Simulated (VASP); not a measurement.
Here is a VASP 6.6.1 calculation.

Contents of INCAR:

```
SYSTEM = CuI
  ALGO = Normal
  EDIFF = 1E-6
  ENCUT = 520
  GGA = CA
  ISIF = 2
  ISMEAR = -1
  LASPH = .True.
  LCHARG = .False.
  LREAL = .False.
  LWAVE = .False.
  NBANDS = 16
  NELM = 60
  PREC = Accurate
  SIGMA = 0.1
```

The input KPOINTS:

```
k-points
0
Gamma
  10 10 10
  0 0 0
```

Contents of POSCAR:

```
CuI
1.0
    2.9309887319      2.9309887319      0.0000000000
   -2.9309887319      2.9309887319      0.0000000000
    0.0000000000      2.9309887319      2.9309887319
Cu I
1 1
Direct
    0.7500000000      0.2500000000      0.5000000000
    0.0000000000      0.0000000000      0.0000000000
```

Potentials or basis: VASP PAW LDA potentials, release 64 (Cu, I).

Launch:

```sh
$ cat potpaw_LDA.64/Cu/POTCAR potpaw_LDA.64/I/POTCAR > POTCAR
$ mpirun -np 1 vasp_std > vasp.out
```

Estimate the band gap on the k mesh.

1.29 eV, direct.

What does it give for the pressure?

0.2 GPa.

Caveat: spin-orbit coupling is left out, which moves the levels of the heavy elements. A hybrid or GW would open this gap; LDA tends to underestimate it.
